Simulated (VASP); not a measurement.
Write the native input for VASP 6.6.1 that does the following.

* Task: single point
* Functional: RPBE
* Potentials or basis: VASP PAW PBE potentials, release 64 (Ca_sv)
* Cutoff: 520 eV
* k mesh: 10 × 10 × 6
* Occupations: fermi-dirac, width 0.1 eV
* Spin: no spin polarisation
* Dipole correction: no
* Further INCAR settings: ALGO = Normal; EDIFF = 1e-07; NBANDS = 17

The structure of Ca lies in POSCAR:

```
Ca
1.0
    4.0795253223      0.0000000000      0.0000000000
   -2.0397626612      3.5329725645      0.0000000000
    0.0000000000      0.0000000000      6.6968378400
Ca
2
Direct
    0.3333333333      0.6666666667      0.2500000000
    0.6666666667      0.3333333333      0.7500000000
```

This isn't the form of Ca at room conditions, which is fcc.

The input as run:

INCAR

```
SYSTEM = Ca
PREC = Accurate
ENCUT = 520
EDIFF = 1E-7
ISMEAR = -1
SIGMA = 0.1
LREAL = .False.
LASPH = .True.
NELM = 100
ALGO = Normal
ISIF = 2
LWAVE = .False.
LCHARG = .False.
GGA = RP
NBANDS = 17
```

KPOINTS

```
Automatic mesh
0
Gamma
  10 10 6
  0 0 0
```

Potentials or basis: VASP PAW PBE potentials, release 64 (Ca_sv).

Run with:

```bash
$ cat potpaw_PBE.64/Ca_sv/POTCAR > POTCAR
$ mpirun -np 1 vasp_std > vasp.out
```

It gave:

```yaml
Pressure: -1.1 GPa
Band_gap_on_the_k_mesh: zero (bands 10 and 11 overlap by 0.50 eV)
```

Caveat: the PAW data sets were made with another functional, which shifts forces and pressure a little.

Wall time 43 s on 1 thread of Intel(R) Xeon(R) 6975P-C (Granite Rapids), on a shared host, peak memory 0.23 GiB.
